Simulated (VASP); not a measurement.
# P (Cmce) in VASP: notebook

The runs below take P through single point, with LDA.

Program: VASP 6.6.1. These are calculated values, not measurements. Logs are shortened: lines on timing, memory, paths and dates and some standing lists are left out, and cuts for length are marked.

**1. The cell of the first run**

The structure is orthorhombic, space group Cmce (No. 64). Conventional cell: a = 3.306 Å, b = 10.161 Å, c = 4.138 Å, α = 90.00°, β = 90.00°, γ = 90.00°. P (site symmetry m) has 3 P at 2.22 to 2.24 Å within 2.9 Å.

**2. Single point, LDA**

Contents of INCAR:

```
SYSTEM = P
ALGO = Normal ; EDIFF = 1E-7
ENCUT = 520 ; ISIF = 2
ISMEAR = 0 ; LASPH = .TRUE.
LCHARG = .FALSE. ; LREAL = .FALSE.
LWAVE = .FALSE. ; NBANDS = 18
NELM = 100 ; PREC = Accurate
SIGMA = 0.05
```

Contents of KPOINTS:

```
k-points
0
G
  14 14 10
  0 0 0
```

Contents of POSCAR:

```
P
1.0
    1.6530305192     -5.0804303547      0.0000000000
    1.6530305192      5.0804303547      0.0000000000
    0.0000000000      0.0000000000      4.1383512671
P
4
Direct
    0.3935285424      0.6064714576      0.5714059013
    0.6064714576      0.3935285424      0.4285940987
    0.8935285424      0.1064714576      0.9285940987
    0.1064714576      0.8935285424      0.0714059013
```

Potentials or basis: VASP PAW LDA potentials, release 64 (P).

The run is started by

```sh
> cat potpaw_LDA.64/P/POTCAR > POTCAR
> mpirun -np 1 vasp_std > vasp.out
```

OUTCAR:

```text
SYSTEM = P
   EDIFF = 1E-7
   ENCUT = 520
   ISIF = 2
   ISMEAR = 0
   LASPH = .TRUE.
   LREAL = .FALSE.
   NELM = 100
   PREC = Accurate

 ion  position               nearest neighbor table
   1  0.394  0.606  0.571-   3 2.22   3 2.22   2 2.24
   2  0.606  0.394  0.429-   4 2.22   4 2.22   1 2.24
   3  0.894  0.106  0.929-   1 2.22   1 2.22   4 2.24
   4  0.106  0.894  0.071-   2 2.22   2 2.22   3 2.24

  LATTYP: Found a base centered orthorhombic cell.
 ALAT       =     3.3060610384
 B/A-ratio  =     3.0734038457
 C/A-ratio  =     1.2517467824

  Lattice vectors:

 A1 = (   1.6530305192,  -5.0804303547,   0.0000000000)
 A2 = (   1.6530305192,   5.0804303547,   0.0000000000)
 A3 = (   0.0000000000,   0.0000000000,   4.1383512671)

Analysis of symmetry for initial positions (statically):
=====================================================================
 Subroutine PRICEL returns:
 Original cell was already a primitive cell.

 Routine SETGRP: Setting up the symmetry group for a
 base centered orthorhombic supercell.

 Subroutine GETGRP returns: Found  8 space group operations
 (whereof  4 operations were pure point group operations)
 out of a pool of  8 trial point group operations.

The static configuration has the point symmetry C_2h.
 The point group associated with its full space group is D_2h.

Analysis of symmetry for dynamics (positions and initial velocities):
=====================================================================
 Subroutine PRICEL returns:
 Original cell was already a primitive cell.

 Routine SETGRP: Setting up the symmetry group for a
 base centered orthorhombic supercell.

 Subroutine GETGRP returns: Found  8 space group operations
 (whereof  4 operations were pure point group operations)
 out of a pool of  8 trial point group operations.

The dynamic configuration has the point symmetry C_2h.
 The point group associated with its full space group is D_2h.

 Subroutine INISYM returns: Found  8 space group operations
 (whereof  4 operations are pure point group operations),
 and found     1 'primitive' translations

----------------------------------------------------------------------------------------

                                     Primitive cell

  volume of cell :      69.5086

  direct lattice vectors                    reciprocal lattice vectors
     1.653030519 -5.080430355  0.000000000     0.302474754 -0.098416859  0.000000000
     1.653030519  5.080430355  0.000000000     0.302474754  0.098416859  0.000000000
     0.000000000  0.000000000  4.138351267     0.000000000  0.000000000  0.241642126

  length of vectors
     5.342591364  5.342591364  4.138351267     0.318083095  0.318083095  0.241642126

  position of ions in fractional coordinates (direct lattice)
     0.393528542  0.606471458  0.571405901
     0.606471458  0.393528542  0.428594099
     0.893528542  0.106471458  0.928594099
     0.106471458  0.893528542  0.071405901

  ion indices of the primitive-cell ions
   primitive index   ion index
                 1           1
                 2           2
                 3           3
                 4           4

----------------------------------------------------------------------------------------

 KPOINTS: k-points

Automatic generation of k-mesh.
 Grid dimensions read from file:
 generate k-points for:   14   14   10

 Generating k-lattice:

  Cartesian coordinates                     Fractional coordinates (reciprocal lattice)
     0.021605340 -0.007029776  0.000000000     0.071428571  0.000000000  0.000000000
     0.021605340  0.007029776  0.000000000     0.000000000  0.071428571  0.000000000
     0.000000000  0.000000000  0.024164213     0.000000000  0.000000000  0.100000000

  Length of vectors
     0.022720221  0.022720221  0.024164213

  Shift w.r.t. Gamma in fractional coordinates (k-lattice)
     0.000000000  0.000000000  0.000000000

 Subroutine IBZKPT returns following result:
 ===========================================

 Found    342 irreducible k-points:

 Following reciprocal coordinates:
            Coordinates               Weight
  0.000000  0.000000  0.000000      1.000000
  0.071429  0.000000  0.000000      4.000000
  0.142857  0.000000  0.000000      4.000000
  0.214286  0.000000  0.000000      4.000000
  0.285714  0.000000  0.000000      4.000000
  0.357143  0.000000  0.000000      4.000000
[... 16 lines left out ...]
  0.214286  0.142857  0.000000      4.000000
  0.285714  0.142857  0.000000      4.000000
 [... further k-points ...]
   k-points           NKPTS =    342   k-points in BZ     NKDIM =    342   number of bands    NBANDS=     18
   number of dos      NEDOS =    301   number of ions     NIONS =      4
   total plane-waves  NPLWV =  51200
   dimension x,y,z NGX =    40 NGY =   40 NGZ =   32
   dimension x,y,z NGXF=    80 NGYF=   80 NGZF=   64
   ions per type =               4
   NGX,Y,Z   is equivalent  to a cutoff of  12.45, 12.45, 12.86 a.u.
   NGXF,Y,Z  is equivalent  to a cutoff of  24.89, 24.89, 25.71 a.u.
 SYSTEM =  P
   PREC   = accura    normal or accurate (medium, high low for compatibility)
   ISTART =      0    job   : 0-new  1-cont  2-samecut
   ICHARG =      2    charge: 1-file 2-atom 10-const
   ISPIN  =      1    spin polarized calculation?
   LNONCOLLINEAR =      F non collinear calculations
   LSORBIT =      F    spin-orbit coupling
   LASPH  =      T    aspherical Exc in radial PAW
   ENCUT  =  520.0 eV  38.22 Ry    6.18 a.u.   9.93  9.93  7.69*2*pi/ulx,y,z
   NELM   =    100;   NELMIN=  2; NELMDL= -5     # of ELM steps
   EDIFF  = 0.1E-06   stopping-criterion for ELM
   LREAL  =      F    real-space projection
   EDIFFG = 0.1E-05   stopping-criterion for IOM
   NSW    =      0    number of steps for IOM
   IBRION =     -1    ionic relax: 0-MD 1-quasi-New 2-CG
   NFREE  =      0    steps in history (QN), initial steepest desc. (CG)
   ISIF   =      2    stress and relaxation
   ISYM   =      2    0-nonsym 1-usesym 2-fastsym
   POTIM  = 0.5000    time-step for ionic-motion
   TEBEG  =    0.0;   TEEND  =   0.0 temperature during run
   PSTRESS=    0.0 pullay stress
   NELECT =      20.0000    total number of electrons
   NUPDOWN=      -1.0000    fix difference up-down
   EMIN   =  10.00;   EMAX   =-10.00  energy-range for DOS
   EFERMI =   0.00;   METHOD = LEGACY
   ISMEAR =     0;   SIGMA  =   0.05  broadening in eV -4-tet -1-fermi 0-gaus
   EFERMI_NEDOS =   21; number of points for ismear=-14 and -15
   IALGO  =     38    algorithm
   IMIX   =      4    mixing-type and parameters
     AMIX     =   0.40;   BMIX     =  1.00
     AMIX_MAG =   1.60;   BMIX_MAG =  1.00
  volume/ion in A,a.u.               =      17.38       117.27
  Fermi-wavevector in a.u.,A,eV,Ry     =   1.080783  2.042384 15.892861  1.168092
  Thomas-Fermi vector in A             =   2.216783
   LORBIT       =      0    0 simple, 1 ext, 2 COOP (PROOUT), +10 PAW based schemes
   GGA     = CA    functional components
   LHFCALC =     F    Hartree Fock is set to
   AEXX    =    0.0000 exact exchange contribution
   IVDW    =     0    specifies the selected vdW correction
   LEPSILON=     F    determine dielectric tensor
   LRPA    =     F    only Hartree local field effects (RPA)
 non-spin polarized calculation
 Gauss-broadening in eV      SIGMA  =   0.05
  energy-cutoff  :      520.00
  volume of cell :       69.51
 maximum number of plane-waves:      1894
   NGX = 19   NGY = 19   NGZ = 15

 number of electron      19.9999997 magnetization

 Free energy of the ion-electron system (eV)
  ---------------------------------------------------
  ext. energy  EPLUGINS =         0.00000000
  ---------------------------------------------------
  free energy    TOTEN  =       -24.11582590 eV

  energy without entropy =      -24.11562063  energy(sigma->0) =      -24.11572326

 E-fermi :   7.4711     XC(G=0): -10.5102

 val. band max:        7.4710095559   @ k =  -0.4286   0.0714   0.0000
 cond. band min:       7.4932981529   @ k =  -0.3571   0.2857   0.0000
 fundamental gap:      0.0222885970
 Fermi energy:         7.4710606041

 k-point     1 :       0.0000    0.0000    0.0000
  band No.  band energies     occupation
      1      -8.5830      2.00000
      2      -5.1751      2.00000
      3      -1.5900      2.00000
      4       0.0843      2.00000
      5       2.3027      2.00000
      6       3.3568      2.00000
[... 10 lines left out ...]
     17      14.6731      0.00000
     18      14.8530      0.00000

 k-point     2 :       0.0714    0.0000    0.0000
  band No.  band energies     occupation
      1      -8.5175      2.00000
      2      -5.1245      2.00000
      3      -1.6442      2.00000
      4       0.1542      2.00000
      5       2.3650      2.00000
      6       3.0050      2.00000
[... 10 lines left out ...]
     17      14.0862      0.00000
     18      14.5441      0.00000

 k-point     3 :       0.1429    0.0000    0.0000
  band No.  band energies     occupation
      1      -8.3217      2.00000
      2      -4.9722      2.00000
      3      -1.8459      2.00000
      4       0.3614      2.00000
      5       2.1579      2.00000
      6       2.5365      2.00000
[... 10 lines left out ...]
     17      12.8342      0.00000
     18      14.4387      0.00000

 k-point     4 :       0.2143    0.0000    0.0000
  band No.  band energies     occupation
      1      -7.9973      2.00000
      2      -4.7165      2.00000
      3      -2.2784      2.00000
      4       0.6981      2.00000
      5       1.1302      2.00000
      6       2.0828      2.00000
[... 375 lines left out ...]
      4      -0.0259      2.00000
      5       0.9373      2.00000
      6       1.9312      2.00000
[... 10 lines left out ...]
     17      13.8367      0.00000
     18      14.5094      0.00000

 k-point    23 :       0.2143    0.1429    0.0000
  band No.  band energies     occupation
      1      -7.0577      2.00000
      2      -3.7253      2.00000
      3      -3.6350      2.00000
      4      -1.1086      2.00000
      5       1.3839      2.00000
      6       2.0821      2.00000
[... 10 lines left out ...]
     17      13.8876      0.00000
     18      15.6701      0.00000

 k-point    24 :       0.2857    0.1429    0.0000
  band No.  band energies     occupation
      1      -6.3974      2.00000
      2      -4.5699      2.00000
      3      -2.9991      2.00000
      4      -2.0888      2.00000
      5       1.8655      2.00000
      6       2.3819      2.00000
[... 10 lines left out ...]
     17      13.8382      0.00000
     18      15.2641      0.00000

 [... further k-points ...]

------------------------ aborting loop because EDIFF is reached ----------------------------------------

  FORCE on cell =-STRESS in cart. coord.  units (eV):
  Direction    XX          YY          ZZ          XY          YZ          ZX
  --------------------------------------------------------------------------------------
  -------------------------------------------------------------------------------------
  Total       -0.0804286     -0.1479017     -0.1274363      0.0000000      0.0000000      0.0000000
  in kB       -1.8538832     -3.4091420     -2.9374134      0.0000000      0.0000000      0.0000000
  external PRESSURE =      -2.7334795 kB  Pullay stress =       0.0000000 kB

 VOLUME and BASIS-vectors are now :
 -----------------------------------------------------------------------------
  energy-cutoff  :      520.00
  volume of cell :       69.51
      direct lattice vectors                 reciprocal lattice vectors
     1.653030519 -5.080430355  0.000000000     0.302474754 -0.098416859  0.000000000
     1.653030519  5.080430355  0.000000000     0.302474754  0.098416859  0.000000000
     0.000000000  0.000000000  4.138351267     0.000000000  0.000000000  0.241642126

 POSITION                                       TOTAL-FORCE (eV/Angst)
 -----------------------------------------------------------------------------------
      1.65303      1.08184      2.36468         0.000000     -0.038189      0.033064
      1.65303     -1.08184      1.77367         0.000000      0.038189     -0.033064
      1.65303     -3.99859      3.84285         0.000000     -0.038189     -0.033064
      1.65303      3.99859      0.29550         0.000000      0.038189      0.033064
 -----------------------------------------------------------------------------------
    total drift:                                0.000000     -0.000000     -0.000000

  FREE ENERGIE OF THE ION-ELECTRON SYSTEM (eV)
  ---------------------------------------------------
  free  energy   TOTEN  =       -24.1158259003 eV

  energy  without entropy=      -24.1156206285  energy(sigma->0) =      -24.11572326
```

Wall time 9.6 min (1 thread of Intel Xeon 8259CL, shared host); peak memory 0.39 GiB.

Results:

```yaml
Free_energy: -24.1158 eV
Pressure: -0.3 GPa
Largest_force: 0.051 eV/Å
Band_gap_on_the_k_mesh: zero (bands 10 and 11 overlap by 0.33 eV)
```

Forces on the atoms (eV/Å):
```
P    0.000 -0.038  0.033
P    0.000  0.038 -0.033
P    0.000 -0.038 -0.033
P    0.000  0.038  0.033
```

Stress tensor (GPa, compression positive):
```
-0.19  0.00  0.00
 0.00 -0.34  0.00
 0.00  0.00 -0.29
```

Levels at points of the mesh, in eV from the Fermi level:
```csv
k point,band 7,band 8,band 9,band 10,band 11,band 12,band 13,band 14
"(0.00, 0.00, 0.00)",-4.06,-2.90,-2.64,-1.35,1.02,1.22,1.89,3.53
"(0.50, 0.00, 0.00)",-3.19,-3.19,-2.63,-2.63,0.74,0.74,1.06,1.06
"(0.50, 0.50, 0.00)",-4.36,-2.12,-1.85,-0.46,0.49,0.67,2.50,3.23
"(0.00, 0.00, 0.50)",-3.05,-3.05,-0.80,-0.80,1.51,1.51,2.21,2.21
"(0.50, 0.00, 0.50)",-5.80,-5.80,-2.09,-2.09,1.55,1.55,4.83,4.83
"(0.50, 0.50, 0.50)",-2.40,-2.40,-1.19,-1.19,1.30,1.30,2.77,2.77
```

(Continued in part 2 of 2.)

The gap in the log of VASP goes by the Fermi energy; the results here count the filled bands.